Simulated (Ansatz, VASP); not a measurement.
One calculation of MoS2, two programs

File INCAR:

```
ALGO = Normal ; EDIFF = 1E-7
ENCUT = 520 ; GGA = PS
ISIF = 2 ; ISMEAR = -1
LASPH = True ; LCHARG = False
LREAL = False ; LWAVE = False
NBANDS = 20 ; NELM = 100
PREC = Accurate ; SIGMA = 0.02
```

File KPOINTS:

```
k-points
0
Gamma
  15 15 15
```

File POSCAR:

```
MoS2
1.0
    1.5855000000      0.9153888518      6.1149966667
   -1.5855000000      0.9153888518      6.1149966667
    0.0000000000     -1.8307777036      6.1149966667
Mo S
1 2
Direct
    0.0054510796      0.0054510796      0.0054510796
    0.2500000000      0.2500000000      0.2500000000
    0.7500000000      0.7500000000      0.7500000000
```

Input for Ansatz:

```yaml
crystal:
  lattice:
    - [1.5855, 0.9153888518, 6.1149966667]
    - [-1.5855, 0.9153888518, 6.1149966667]
    - [0.0, -1.8307777036, 6.1149966667]
  atoms:
    - { symbol: Mo, position: [0.0054510796, 0.0054510796, 0.0054510796] }
    - { symbol: S, position: [0.25, 0.25, 0.25] }
    - { symbol: S, position: [0.75, 0.75, 0.75] }
hamiltonian:
  xc: pbesol
kpoints:
  mp_grid: { grid: [15, 15, 15] }
scf:
  occupations: { method: fermi_dirac, width: 0.02 }
  convergence: { dr2_threshold: 1.0e-09 }
basis:
  ecutwfc: 600
output:
  forces: true
  stress: true
```

Alike in both runs: task single point; functional PBEsol; k mesh 15 × 15 × 15; occupations fermi-dirac, width 0.02 eV; no spin polarisation.

|  | VASP | Ansatz |
| --- | --- | --- |
| version | VASP 6.6.1 | Ansatz 0.2.0 |
| potentials or method | VASP PAW PBE potentials, release 64 (Mo_sv, S), cutoff 520 eV | scalar-relativistic, plane waves, PAW |
| valence electrons in the cell | 26 | 26 |

Ansatz gave:

| Property | Result |
| --- | --- |
| pressure (GPa) | 3.6 |
| traceless stress, the component that is largest in VASP (GPa) | 2.81 |
| rms of the force components (eV/Å) | 1.065 |

Task: What did VASP give for the same quantities?

Result: Pressure (GPa): 3.6; traceless stress, the component that is largest in VASP (GPa): 2.84; rms of the force components (eV/Å): 1.069.

VASP's potentials were made for PBE, not for PBEsol. Atom by atom the forces differ by 0.004 eV/Å (rms over components). Ansatz's warnings: stress scf threshold loose.
